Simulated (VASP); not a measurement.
LaMnIn, 3 atoms in the cell. The structure is hexagonal, space group P-6m2 (No. 187). The conventional cell has a = 4.501 Å, b = 4.501 Å, c = 4.097 Å, α = 90.00°, β = 90.00°, γ = 120.00°. Within 4.6 Å of La (site symmetry -6m2) lie 6 In at 3.31 Å and 6 Mn at 3.31 Å and 8 La at 4.10 to 4.50 Å. Within 3.4 Å of In (site symmetry -6m2) lie 3 Mn at 2.60 Å and 6 La at 3.31 Å. Within 3.4 Å of Mn (site symmetry -6m2) lie 3 In at 2.60 Å and 6 La at 3.31 Å. 

```yaml
Program: VASP 6.6.1
Task: single point
Functional: PBE
Potentials_or_basis: VASP PAW PBE potentials, release 64 (La, In_d, Mn_pv)
Cutoff: 520 eV
k_mesh: 6 × 6 × 6
Occupations: fermi-dirac, width 0.05 eV
Spin: collinear spin, ferromagnetic start
Starting_moments: "[0.0, 0.0, 4.0] μB"
Dipole_correction: no
Further_INCAR_settings: ALGO = Fast; EDIFF = 1e-06; NBANDS = 30
```

Potentials or basis: VASP PAW PBE potentials, release 64 (La, In_d, Mn_pv).

Launch:

```sh
$ cat potpaw_PBE.64/La/POTCAR potpaw_PBE.64/In_d/POTCAR potpaw_PBE.64/Mn_pv/POTCAR > POTCAR
$ mpirun -np 1 vasp_std > vasp.out
```

Hardware: 1 thread of Intel(R) Xeon(R) 6975P-C (Granite Rapids), with other jobs on the host.

Q: Estimate the wall time of this run.

A: Wall time 3.5 min on 1 thread of Intel(R) Xeon(R) 6975P-C (Granite Rapids) (shared host), peak memory 0.31 GiB. Counts: scf iterations 52, k points 28.
